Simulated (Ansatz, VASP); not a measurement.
**Ir: VASP beside Ansatz**

Contents of INCAR:

```
SYSTEM = Ir
PREC     = Accurate       ! precision mode
ENCUT    = 520            ! plane-wave cutoff, eV
EDIFF    = 1E-6           ! SCF threshold, eV
ISMEAR   = 0              ! smearing method
SIGMA    = 0.15           ! smearing width, eV
LREAL    = .False.        ! projectors in reciprocal space
LASPH    = .True.         ! aspherical terms in the spheres
NELM     = 100            ! most SCF steps
ALGO     = Normal         ! electronic algorithm
ISIF     = 2              ! what is computed and relaxed
LWAVE    = .False.        ! write WAVECAR
LCHARG   = .True.         ! write CHGCAR
GGA      = PE             ! functional
LELF     = .True.         ! ELF
LVHAR    = .True.       
NBANDS   = 10             ! bands
```

File KPOINTS:

```
Automatic mesh
0
Gamma
  22 22 22
  0 0 0
```

File POSCAR:

```
Ir
1.0
    0.0000000000      2.0342687072      1.8353172277
    2.0342687072      0.0000000000      1.8353172277
    2.0342687072      2.0342687072      0.0000000000
Ir
1
Direct
    0.0000000000      0.0000000000      0.0000000000
```

Input for Ansatz:

```yaml
crystal:
  lattice:
    - [0.0, 2.0342687072, 1.8353172277]
    - [2.0342687072, 0.0, 1.8353172277]
    - [2.0342687072, 2.0342687072, 0.0]
  atoms:
    - { symbol: Ir, position: [0.0, 0.0, 0.0] }
basis:
  ecutwfc: 420
kpoints:
  mp_grid: { grid: [22, 22, 22] }
hamiltonian:
  xc: pbe
  pseudopotentials: { kind: paw, azcp: { folder: soft_1 } }
scf:
  occupations: { method: gaussian, width: 0.15 }
output:
  forces: true
  stress: true
  eigenvalues: true
```

Alike in both runs: task single point; functional PBE; k mesh 22 × 22 × 22; occupations gaussian, width 0.15 eV; no spin polarisation.

|  | VASP | Ansatz |
| --- | --- | --- |
| version | VASP 6.6.1 | Ansatz 0.2.0 |
| potentials or method | VASP PAW PBE potentials, release 64 (Ir), cutoff 520 eV | scalar-relativistic, plane waves, PAW |
| valence electrons in the cell | 9 | 17 |

```tsv
	VASP	Ansatz	Ansatz less VASP
gap on the k mesh at the Fermi level (eV)	none	none	-
pressure (GPa)	-12.0	-12.4	-0.43
traceless stress, the component that is largest in VASP (GPa)	18.88	19.03	+0.149
```

A gap of «none» marks a metal or a gap that the smearing closes. VASP's potentials hold 9 valence electrons a cell and Ansatz's 17, so a difference there can come from the potentials and not from the codes.

Neither program's run includes spin-orbit coupling.
